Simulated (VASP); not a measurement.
Input of a VASP 6.6.1 run:

The input INCAR:

```
PREC = Accurate
ENCUT = 520
EDIFF = 1E-6
ISMEAR = 0
SIGMA = 0.02
LREAL = F
LASPH = T
NELM = 100
ALGO = Normal
ISIF = 2
LWAVE = F
LCHARG = F
GGA = PS
NBANDS = 30
```

The input KPOINTS:

```
regular mesh
0
Gamma
  4 4 8
```

The input POSCAR:

```
LiF
1.0
    5.5843981471      0.0000000000      0.0000000000
    0.0000000000      5.5843981471      0.0000000000
    0.0000000000      0.0000000000      2.9346080016
Li F
4 4
Direct
    0.1015344207      0.3339169789      0.2457606014
    0.8984655793      0.6660830211      0.7457606014
    0.6660830211      0.1015344207      0.9957606014
    0.3339169789      0.8984655793      0.4957606014
    0.3267848078      0.1231954191      0.0042393986
    0.6732151922      0.8768045809      0.5042393986
    0.8768045809      0.3267848078      0.7542393986
    0.1231954191      0.6732151922      0.2542393986
```

Potentials or basis: VASP PAW PBE potentials, release 64 (Li_sv, F).

Command:

```sh
$ cat potpaw_PBE.64/Li_sv/POTCAR potpaw_PBE.64/F/POTCAR > POTCAR
$ mpirun -np 1 vasp_std > vasp.out
```

Predict the largest force.

0.059 eV/Å.

What does it give for the band gap on the k mesh?

6.92 eV.

Forces in eV/Å, atoms in the order of the input:
```
Li  -0.011 -0.003  0.005
Li   0.011  0.003  0.005
Li   0.003 -0.011  0.005
Li  -0.003  0.011  0.005
F    0.016 -0.056 -0.005
F   -0.016  0.056 -0.005
F    0.056  0.016 -0.005
F   -0.056 -0.016 -0.005
```

Caveat: the PAW data sets were made with another functional, which shifts forces and pressure a little. A k mesh can miss the band edges.
